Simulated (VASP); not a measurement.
Set up this calculation in VASP 6.6.1, as the native input.

| Property | Result |
| --- | --- |
| Task | single point |
| Functional | PBE |
| Potentials or basis | VASP PAW PBE potentials, release 64 (Bi_d) |
| Cutoff | 520 eV |
| k mesh | 9 × 9 × 1 |
| Occupations | gaussian, width 0.02 eV |
| Spin | no spin polarisation |
| Dipole correction | yes |
| Further INCAR settings | ALGO = Normal; EDIFF = 1e-06; NBANDS = 22 |

The structure of Bi lies in POSCAR:

```
Bi
1.0
    4.2790000000      0.0000000000      0.0000000000
   -2.1395000000      3.7057227028      0.0000000000
    0.0000000000      0.0000000000     28.0000000000
Bi
2
Direct
    0.3333333333      0.6666666667      0.5396071429
    0.6666666667      0.3333333333      0.4603928571
```

These files were run (other wordings do the same):

INCAR

```
SYSTEM = Bi
  ALGO = Normal
  DIPOL = 0.5 0.5 0.500
  EDIFF = 1E-6
  ENCUT = 520
  GGA = PE
  IDIPOL = 3
  ISIF = 2
  ISMEAR = 0
  LASPH = .True.
  LCHARG = .True.
  LDIPOL = .True.
  LELF = .True.
  LREAL = .False.
  LVACPOTAV = .True.
  LVHAR = .True.
  LWAVE = .False.
  NBANDS = 22
  NELM = 100
  PREC = Accurate
  SIGMA = 0.02
```

KPOINTS

```
k-points
0
Gamma
  9 9 1
  0 0 0
```

Potentials or basis: VASP PAW PBE potentials, release 64 (Bi_d).

The run is started by

```bash
$ cat potpaw_PBE.64/Bi_d/POTCAR > POTCAR
$ mpirun -np 1 vasp_std > vasp.out
```

Results of the run:

The largest force is 1.962 eV/Å. The band gap on the k mesh is zero (bands 15 and 16 overlap by 0.42 eV).

Caveat: spin-orbit coupling is left out, which moves the levels of the heavy elements.

Run time: 4.9 min on 1 thread of Intel Xeon 8259CL, with other jobs on the host, peak memory 0.52 GiB.
